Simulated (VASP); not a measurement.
A run of VASP 6.6.1:

File INCAR:

```
SYSTEM = Co
ALGO = Normal
EDIFF = 1E-6
ENCUT = 520
GGA = PE
ISIF = 2
ISMEAR = -1
ISPIN = 2
LASPH = .True.
LCHARG = .False.
LMAXMIX = 4
LORBIT = 11
LREAL = .False.
LWAVE = .False.
MAGMOM = 1.7 1.7
NBANDS = 20
NELM = 150
PREC = Accurate
SIGMA = 0.1
```

KPOINTS

```
k-points
0
Gamma
  20 20 11
  0 0 0
```

File POSCAR:

```
Co
1.0
    2.4930397963      0.0000000000      0.0000000000
   -1.2465198982      2.1590357963      0.0000000000
    0.0000000000      0.0000000000      4.0369295231
Co
2
Direct
    0.3333333333      0.6666666667      0.2500000000
    0.6666666667      0.3333333333      0.7500000000
```

Potentials or basis: VASP PAW PBE potentials, release 64 (Co).

Run with:

```sh
$ cat potpaw_PBE.64/Co/POTCAR > POTCAR
$ mpirun -np 1 vasp_std > vasp.out
```

Hardware: 1 thread of Intel(R) Xeon(R) Platinum 8375C CPU @ 2.90GHz (Ice Lake), on a shared host.

Question: Estimate the wall time of this run.

Answer: Wall time 4.5 min on 1 thread of Intel(R) Xeon(R) Platinum 8375C CPU @ 2.90GHz (Ice Lake), with other jobs on the host, peak memory 0.26 GiB. Counts: scf iterations 13, k points 264.
